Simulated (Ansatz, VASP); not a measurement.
**BP: VASP beside Ansatz**

The input POSCAR:

```
BP
1.0
    0.0000000000      1.9359824443      1.9359824443
    1.9359824443      0.0000000000      1.9359824443
    1.9359824443      1.9359824443      0.0000000000
B P
1 1
Direct
    0.0000000000      0.0000000000      0.0000000000
    0.5000000000      0.5000000000      0.5000000000
```

Contents of INCAR.step1:

```
SYSTEM = BP
PREC = Accurate
ENCUT = 520
ISMEAR = -1
SIGMA = 0.1
LREAL = .False.
LASPH = .True.
NELM = 60
NBANDS = 11
GGA = PE
ALGO = Normal
EDIFF = 1E-4
LWAVE = .True.
LCHARG = .False.
```

The input INCAR.step2:

```
SYSTEM = BP
PREC = Accurate
ENCUT = 520
EDIFF = 1E-6
ISMEAR = -1
SIGMA = 0.1
LREAL = .False.
LASPH = .True.
NELM = 60
ALGO = Normal
ISIF = 2
LWAVE = .False.
LCHARG = .True.
METAGGA = R2SCAN
LMIXTAU = .True.
LELF = .True.
LVHAR = .True.
NBANDS = 11
ISTART = 1
```

The input KPOINTS:

```
Automatic mesh
0
Gamma
  17 17 17
  0 0 0
```

Input for Ansatz:

```yaml
crystal:
  lattice:
    - [0.0, 1.9359824443, 1.9359824443]
    - [1.9359824443, 0.0, 1.9359824443]
    - [1.9359824443, 1.9359824443, 0.0]
  atoms:
    - { symbol: B, position: [0.0, 0.0, 0.0] }
    - { symbol: P, position: [0.5, 0.5, 0.5] }
kpoints:
  mp_grid: { grid: [17, 17, 17] }
scf:
  occupations: { method: fermi_dirac, width: 0.1 }
hamiltonian:
  xc: r2scan
  pseudopotentials: { kind: paw }
output:
  forces: true
  stress: true
  eigenvalues: true
  populations: true
```

Change from the starting cell: volume scaled by 0.72, PAW files.

Alike in both runs: task single point; functional r2SCAN; k mesh 17 × 17 × 17; occupations fermi-dirac, width 0.1 eV; no spin polarisation.

```csv
,VASP,Ansatz
version,VASP 6.6.1,Ansatz 0.2.0
potentials or method,"VASP PAW PBE potentials, release 64 (B, P)","PAW with Ansatz's default frozen-core files, scalar-relativistic"
plane-wave cutoff (eV),520,500
valence electrons in the cell,8,8
```

Ansatz gave:

- pressure (GPa): 95.2

Estimate VASP's values.

pressure (GPa): 94.3.

VASP's potentials were made for PBE, not for r2SCAN. Both programs put the cell under a high pressure, so it lies far from rest at this level.

Noted on VASP's run: the cell as given lies far from equilibrium.
